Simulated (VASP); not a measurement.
# YbSeCl (P-6m2) in VASP: notebook

Runs on YbSeCl. Level: PBE. Tasks: single point.

Everything below comes from runs of VASP 6.6.1. Logs are shortened: lines on timing, memory, paths and dates and some standing lists are left out, and cuts for length are marked.

## Step 1: The cell of the first run

It takes space group P-6m2 (No. 187, hexagonal). The conventional cell has a = 4.192 Å, b = 4.192 Å, c = 4.281 Å, α = 90.00°, β = 90.00°, γ = 120.00°. Within 3.3 Å of Yb (site symmetry -6m2) lie 3 Se at 2.42 Å and 6 Cl at 3.23 Å. Se (site symmetry -6m2) has 3 Yb at 2.42 Å and 6 Cl at 3.23 Å within 3.3 Å. Within 4.3 Å of Cl (site symmetry -6m2) lie 6 Se at 3.23 Å and 6 Yb at 3.23 Å and 8 Cl at 4.19 to 4.28 Å.

The cell was built from a structure type or drawn by symmetry, and may not be a known phase.

## Step 2: Single point, PBE, collinear spin, ferromagnetic start

The input, INCAR:

```
SYSTEM = YbSeCl
PREC = Accurate ; ENCUT = 520
EDIFF = 1E-7 ; ISMEAR = 0
SIGMA = 0.1 ; LREAL = .FALSE.
LASPH = .TRUE. ; NELM = 150
ALGO = Normal ; ISIF = 2
LWAVE = .FALSE. ; LCHARG = .TRUE.
ISPIN = 2 ; MAGMOM = 1 0 0
LORBIT = 11 ; LMAXMIX = 6
GGA = PE ; LELF = .TRUE.
LVHAR = .TRUE. ; NBANDS = 30
```

The input, KPOINTS:

```
regular mesh
0
G
  6 6 4
  0 0 0
```

The input, POSCAR:

```
YbSeCl
1.0
    4.1917476400      0.0000000000      0.0000000000
   -2.0958738200      3.6301599400      0.0000000000
    0.0000000000      0.0000000000      4.2805471100
Yb Se Cl
1 1 1
Direct
    0.0000000000      0.0000000000      0.0000000000
    0.3333333300      0.6666666700      0.0000000000
    0.6666666700      0.3333333300      0.5000000000
```

Potentials or basis: VASP PAW PBE potentials, release 64 (Yb, Se, Cl).

Launch:

```
cat potpaw_PBE.64/Yb/POTCAR potpaw_PBE.64/Se/POTCAR potpaw_PBE.64/Cl/POTCAR > POTCAR
mpirun -np 1 vasp_std > vasp.out
```

OUTCAR:

```text
SYSTEM = YbSeCl
   PREC = Accurate
   ENCUT = 520
   EDIFF = 1E-7
   ISMEAR = 0
   LREAL = .FALSE.
   LASPH = .TRUE.
   NELM = 150
   ISIF = 2
   ISPIN = 2
   LORBIT = 11
   GGA = PE

 ion  position               nearest neighbor table
   1  0.000  0.000  0.000-   2 2.42   2 2.42   2 2.42   3 3.23   3 3.23   3 3.23   3 3.23   3 3.23
                             3 3.23
   2  0.333  0.667  0.000-   1 2.42   1 2.42   1 2.42
   3  0.667  0.333  0.500-   1 3.23   1 3.23   1 3.23   1 3.23   1 3.23   1 3.23

  LATTYP: Found a hexagonal cell.
 ALAT       =     4.1917476400
 C/A-ratio  =     1.0211843550

  Lattice vectors:

 A1 = (   4.1917476400,   0.0000000000,   0.0000000000)
 A2 = (  -2.0958738200,   3.6301599400,   0.0000000000)
 A3 = (   0.0000000000,   0.0000000000,   4.2805471100)

Analysis of symmetry for initial positions (statically):
=====================================================================
 Subroutine PRICEL returns:
 Original cell was already a primitive cell.

 Routine SETGRP: Setting up the symmetry group for a
 hexagonal supercell.

 Subroutine GETGRP returns: Found 12 space group operations
 (whereof 12 operations were pure point group operations)
 out of a pool of 24 trial point group operations.

The static configuration has the point symmetry D_3h.

Analysis of symmetry for dynamics (positions and initial velocities):
=====================================================================
 Subroutine PRICEL returns:
 Original cell was already a primitive cell.

 Routine SETGRP: Setting up the symmetry group for a
 hexagonal supercell.

 Subroutine GETGRP returns: Found 12 space group operations
 (whereof 12 operations were pure point group operations)
 out of a pool of 24 trial point group operations.

The dynamic configuration has the point symmetry D_3h.

Analysis of structural, dynamic, and magnetic symmetry:
=====================================================================
 Subroutine PRICEL returns:
 Original cell was already a primitive cell.

 Routine SETGRP: Setting up the symmetry group for a
 hexagonal supercell.

 Subroutine GETGRP returns: Found 12 space group operations
 (whereof 12 operations were pure point group operations)
 out of a pool of 24 trial point group operations.

The overall configuration has the point symmetry D_3h.

 Subroutine INISYM returns: Found 12 space group operations
 (whereof 12 operations are pure point group operations),
 and found     1 'primitive' translations

----------------------------------------------------------------------------------------

                                     Primitive cell

  volume of cell :      65.1359

  direct lattice vectors                    reciprocal lattice vectors
     4.191747640  0.000000000  0.000000000     0.238563980  0.137734978  0.000000000
    -2.095873820  3.630159940  0.000000000     0.000000000  0.275469956  0.000000000
     0.000000000  0.000000000  4.280547110     0.000000000  0.000000000  0.233614997

  length of vectors
     4.191747640  4.191747638  4.280547110     0.275469956  0.275469956  0.233614997

  position of ions in fractional coordinates (direct lattice)
     0.000000000  0.000000000  0.000000000
     0.333333330  0.666666670  0.000000000
     0.666666670  0.333333330  0.500000000

  ion indices of the primitive-cell ions
   primitive index   ion index
                 1           1
                 2           2
                 3           3

----------------------------------------------------------------------------------------

 KPOINTS: regular mesh

Automatic generation of k-mesh.
 Grid dimensions read from file:
 generate k-points for:    6    6    4

 Generating k-lattice:

  Cartesian coordinates                     Fractional coordinates (reciprocal lattice)
     0.039760663  0.022955830  0.000000000     0.166666667  0.000000000  0.000000000
     0.000000000  0.045911659  0.000000000     0.000000000  0.166666667  0.000000000
     0.000000000  0.000000000  0.058403749     0.000000000  0.000000000  0.250000000

  Length of vectors
     0.045911659  0.045911659  0.058403749

  Shift w.r.t. Gamma in fractional coordinates (k-lattice)
     0.000000000  0.000000000  0.000000000

 Subroutine IBZKPT returns following result:
 ===========================================

 Found     21 irreducible k-points:

 Following reciprocal coordinates:
            Coordinates               Weight
  0.000000  0.000000  0.000000      1.000000
  0.166667  0.000000  0.000000      6.000000
  0.333333 -0.000000  0.000000      6.000000
  0.500000  0.000000  0.000000      3.000000
  0.166667  0.166667  0.000000      6.000000
  0.333333  0.166667  0.000000     12.000000
[... 13 lines left out ...]
  0.333333  0.166667  0.500000     12.000000
  0.333333  0.333333  0.500000      2.000000
   k-points           NKPTS =     21   k-points in BZ     NKDIM =     21   number of bands    NBANDS=     30
   number of dos      NEDOS =    301   number of ions     NIONS =      3
   total plane-waves  NPLWV =  32768
   dimension x,y,z NGX =    32 NGY =   32 NGZ =   32
   dimension x,y,z NGXF=    64 NGYF=   64 NGZF=   64
   ions per type =               1   1   1
   NGX,Y,Z   is equivalent  to a cutoff of  12.69, 12.69, 12.43 a.u.
   NGXF,Y,Z  is equivalent  to a cutoff of  25.38, 25.38, 24.86 a.u.
 SYSTEM =  YbSeCl
   PREC   = accura    normal or accurate (medium, high low for compatibility)
   ISTART =      0    job   : 0-new  1-cont  2-samecut
   ICHARG =      2    charge: 1-file 2-atom 10-const
   ISPIN  =      2    spin polarized calculation?
   LNONCOLLINEAR =      F non collinear calculations
   LSORBIT =      F    spin-orbit coupling
   LASPH  =      T    aspherical Exc in radial PAW
   ENCUT  =  520.0 eV  38.22 Ry    6.18 a.u.   7.79  7.79  7.96*2*pi/ulx,y,z
   NELM   =    150;   NELMIN=  2; NELMDL= -5     # of ELM steps
   EDIFF  = 0.1E-06   stopping-criterion for ELM
   LREAL  =      F    real-space projection
   EDIFFG = 0.1E-05   stopping-criterion for IOM
   NSW    =      0    number of steps for IOM
   IBRION =     -1    ionic relax: 0-MD 1-quasi-New 2-CG
   NFREE  =      0    steps in history (QN), initial steepest desc. (CG)
   ISIF   =      2    stress and relaxation
   ISYM   =      2    0-nonsym 1-usesym 2-fastsym
   POTIM  = 0.5000    time-step for ionic-motion
   TEBEG  =    0.0;   TEEND  =   0.0 temperature during run
   PSTRESS=    0.0 pullay stress
   NELECT =      37.0000    total number of electrons
   NUPDOWN=      -1.0000    fix difference up-down
   EMIN   =  10.00;   EMAX   =-10.00  energy-range for DOS
   EFERMI =   0.00;   METHOD = LEGACY
   ISMEAR =     0;   SIGMA  =   0.10  broadening in eV -4-tet -1-fermi 0-gaus
   EFERMI_NEDOS =   21; number of points for ismear=-14 and -15
   IALGO  =     38    algorithm
   IMIX   =      4    mixing-type and parameters
     AMIX     =   0.40;   BMIX     =  1.00
     AMIX_MAG =   1.60;   BMIX_MAG =  1.00
  volume/ion in A,a.u.               =      21.71       146.52
  Fermi-wavevector in a.u.,A,eV,Ry     =   1.355820  2.562128 25.010878  1.838248
  Thomas-Fermi vector in A             =   2.482875
   LORBIT       =     11    0 simple, 1 ext, 2 COOP (PROOUT), +10 PAW based schemes
   GGA     = PE    functional components
   LHFCALC =     F    Hartree Fock is set to
   AEXX    =    0.0000 exact exchange contribution
   IVDW    =     0    specifies the selected vdW correction
   LEPSILON=     F    determine dielectric tensor
   LRPA    =     F    only Hartree local field effects (RPA)
 spin polarized calculation
 Gauss-broadening in eV      SIGMA  =   0.10
  energy-cutoff  :      520.00
  volume of cell :       65.14
 maximum number of plane-waves:      1773
 NGX is ok and might be reduce to    32
   NGX = 15   NGY = 15   NGZ = 15

 number of electron      37.0000022 magnetization       0.2138883

 number of electron      37.0000020 magnetization      -0.8172096

 Free energy of the ion-electron system (eV)
  ---------------------------------------------------
  ext. energy  EPLUGINS =         0.00000000
  ---------------------------------------------------
  free energy    TOTEN  =       -11.07143171 eV

  energy without entropy =      -11.04849228  energy(sigma->0) =      -11.05996200

 E-fermi :   3.3199     XC(G=0): -10.2297

 val. band max:        3.3143355087   @ k =   0.3333   0.3333   0.2500
 cond. band min:       3.3371326048   @ k =   0.5000   0.0000   0.2500
 fundamental gap:      0.0227970961
 Fermi energy:         3.3199228882

 spin component 1

 k-point     1 :       0.0000    0.0000    0.0000
  band No.  band energies     occupation
      1     -47.8397      1.00000
      2     -20.2034      1.00000
      3     -20.2033      1.00000
      4     -20.1459      1.00000
      5     -11.9713      1.00000
      6      -8.7516      1.00000
[... 682 lines left out ...]
     29      15.4271      0.00000
     30      15.6319      0.00000
 Fermi energy:         3.3199228882

 spin component 2

 k-point     1 :       0.0000    0.0000    0.0000
  band No.  band energies     occupation
      1     -48.0442      1.00000
      2     -20.3589      1.00000
      3     -20.3589      1.00000
      4     -20.2627      1.00000
      5     -12.0787      1.00000
      6      -8.9283      1.00000
[... 682 lines left out ...]
     29      15.3112      0.00000
     30      15.5733      0.00000

------------------------ aborting loop because EDIFF is reached ----------------------------------------

  FORCE on cell =-STRESS in cart. coord.  units (eV):
  Direction    XX          YY          ZZ          XY          YZ          ZX
  --------------------------------------------------------------------------------------
  -------------------------------------------------------------------------------------
  Total       13.2089776     13.2089776      2.7695527      0.0000000     -0.0000000      0.0000000
  in kB      324.9074096    324.9074092     68.1239858      0.0000000     -0.0000000      0.0000000
  external PRESSURE =     239.3129349 kB  Pullay stress =       0.0000000 kB

 VOLUME and BASIS-vectors are now :
 -----------------------------------------------------------------------------
  energy-cutoff  :      520.00
  volume of cell :       65.14
      direct lattice vectors                 reciprocal lattice vectors
     4.191747640  0.000000000  0.000000000     0.238563980  0.137734978  0.000000000
    -2.095873820  3.630159940  0.000000000     0.000000000  0.275469956  0.000000000
     0.000000000  0.000000000  4.280547110     0.000000000  0.000000000  0.233614997

 POSITION                                       TOTAL-FORCE (eV/Angst)
 -----------------------------------------------------------------------------------
      0.00000      0.00000      0.00000        -0.000000     -0.000000      0.000000
     -0.00000      2.42011      0.00000         0.000000     -0.000000      0.000000
      2.09587      1.21005      2.14027         0.000000      0.000000      0.000000
 -----------------------------------------------------------------------------------
    total drift:                               -0.000016      0.000009     -0.000000

  FREE ENERGIE OF THE ION-ELECTRON SYSTEM (eV)
  ---------------------------------------------------
  free  energy   TOTEN  =       -11.0714317140 eV

  energy  without entropy=      -11.0484922791  energy(sigma->0) =      -11.05996200

 total charge

# of ion       s       p       d       f       tot
--------------------------------------------------
    1        2.177   6.131   0.680  13.444  22.432
    2        1.475   2.639   0.038   0.000   4.152
    3        1.615   3.479   0.000   0.000   5.094
--------------------------------------------------
tot          5.267  12.248   0.718  13.444  31.678

 magnetization (x)

# of ion       s       p       d       f       tot
--------------------------------------------------
    1       -0.003  -0.007  -0.022  -0.457  -0.488
    2       -0.004  -0.153  -0.000   0.000  -0.157
    3       -0.003  -0.081   0.000   0.000  -0.083
--------------------------------------------------
tot         -0.010  -0.240  -0.023  -0.457  -0.729
```

Run time: 94 s. Hardware: 1 thread of AMD EPYC 9R45 (Zen 5), shared host; peak memory 0.22 GiB.

What came out:

```
Free energy                                           : -11.0714 eV
Pressure                                              : 23.9 GPa
Net moment                                            : -0.82 μB per cell
Site moments                                          : Yb -0.49; Se -0.16; Cl -0.08 μB
Valence electrons inside the program's atomic spheres : Yb 22.43; Se 4.15; Cl 5.09
```

Levels at points of the mesh, in eV from the Fermi level:
Spin up:
```
           k point  band 15  band 16  band 17  band 18  band 19  band 20  band 21  band 22
(0.00, 0.00, 0.00)    -0.42    -0.39    -0.39    -0.39     0.75     1.85     4.76     4.86
(0.50, 0.00, 0.00)    -0.40    -0.40    -0.28    -0.06     0.12     3.15     3.78     3.97
(0.00, 0.00, 0.50)    -0.38    -0.37    -0.37    -0.30    -0.27     3.90     3.90     5.56
(0.50, 0.00, 0.50)    -0.40    -0.39    -0.10    -0.05    -0.05     4.52     5.07     5.07
```
Spin down:
| k point | band 15 | band 16 | band 17 | band 18 | band 19 | band 20 | band 21 | band 22 | band 23 | band 24 |
| --- | --- | --- | --- | --- | --- | --- | --- | --- | --- | --- |
| (0.00, 0.00, 0.00) | -0.78 | -0.76 | -0.75 | -0.75 | 0.48 | 1.80 | 4.69 | 4.79 | 4.79 | 7.95 |
| (0.50, 0.00, 0.00) | -0.75 | -0.75 | -0.68 | -0.42 | -0.15 | 3.10 | 3.72 | 3.90 | 5.88 | 7.15 |
| (0.00, 0.00, 0.50) | -0.76 | -0.73 | -0.73 | -0.69 | -0.62 | 3.83 | 3.83 | 5.50 | 6.56 | 7.55 |
| (0.50, 0.00, 0.50) | -0.77 | -0.76 | -0.41 | -0.40 | -0.36 | 4.45 | 4.99 | 5.00 | 5.46 | 5.70 |

Caveat: the k points lie up to 0.37 Å⁻¹ apart; spin-orbit coupling is left out, which moves the levels of the heavy elements. With open d or f shells a metallic result of PBE can be an artefact of self-interaction; +U or a hybrid may open a gap.

## Step 3: Single point, PBE, collinear spin, ferromagnetic start

This run uses another cell than the first one, of 28.89 Å³/atom.

The input, INCAR:

```
SYSTEM = YbSeCl
PREC = Accurate
ENCUT = 520
EDIFF = 1E-6
ISMEAR = 0
SIGMA = 0.1
LREAL = .FALSE.
LASPH = .TRUE.
NELM = 150
ALGO = Normal
ISIF = 2
LWAVE = .FALSE.
LCHARG = .FALSE.
ISPIN = 2
MAGMOM = 1 0 0
LORBIT = 11
LMAXMIX = 6
GGA = PE
NBANDS = 30
```

KPOINTS is that of step 2.

The input, POSCAR:

```
YbSeCl
1.0
    4.7230831597      0.0000000000      0.0000000000
   -2.3615415798      4.0903100005      0.0000000000
    0.0000000000      0.0000000000      4.4859532139
Yb Se Cl
1 1 1
Direct
    0.0000000000      0.0000000000      0.0000000000
    0.3333333333      0.6666666667      0.0000000000
    0.6666666667      0.3333333333      0.5000000000
```

Potentials or basis: VASP PAW PBE potentials, release 64 (Yb, Se, Cl).

Launch:

```
cat potpaw_PBE.64/Yb/POTCAR potpaw_PBE.64/Se/POTCAR potpaw_PBE.64/Cl/POTCAR > POTCAR
mpirun -np 1 vasp_std > vasp.out
```

Run time: 2.2 min. Hardware: 1 thread of AMD EPYC 9R45 (Zen 5), shared host; peak memory 0.27 GiB.

Results (log left out):

```
Free energy                                           : -12.5604 eV
Pressure                                              : 0.3 GPa
Net moment                                            : 0.92 μB per cell
Site moments                                          : Yb +0.41; Se +0.23; Cl +0.10 μB
Valence electrons inside the program's atomic spheres : Yb 21.98; Se 3.91; Cl 5.07
```

Stress tensor (GPa, compression positive):
```
0.34 0.00 0.00
0.00 0.34 0.00
0.00 0.00 0.22
```

Levels at points of the mesh, in eV from the Fermi level:
Spin up:
```
           k point  band 17  band 18  band 19  band 20  band 21  band 22
(0.00, 0.00, 0.00)    -0.54    -0.54     0.18     1.80     4.01     4.78
(0.50, 0.00, 0.00)    -0.53    -0.35    -0.25     2.89     3.84     4.30
(0.00, 0.00, 0.50)    -0.53    -0.52    -0.52     3.96     3.96     5.40
(0.50, 0.00, 0.50)    -0.43    -0.38    -0.38     4.43     4.56     4.62
```
Spin down:
```tsv
k point	band 15	band 16	band 17	band 18	band 19	band 20	band 21	band 22
(0.00, 0.00, 0.00)	-0.25	-0.25	-0.24	-0.20	0.68	1.83	4.10	4.84
(0.50, 0.00, 0.00)	-0.24	-0.22	-0.13	-0.04	0.09	2.92	3.87	4.37
(0.00, 0.00, 0.50)	-0.26	-0.23	-0.23	-0.17	-0.15	4.03	4.03	5.46
(0.50, 0.00, 0.50)	-0.24	-0.23	-0.14	-0.06	0.02	4.47	4.67	4.69
```

Caveat: spin-orbit coupling is left out, which moves the levels of the heavy elements.
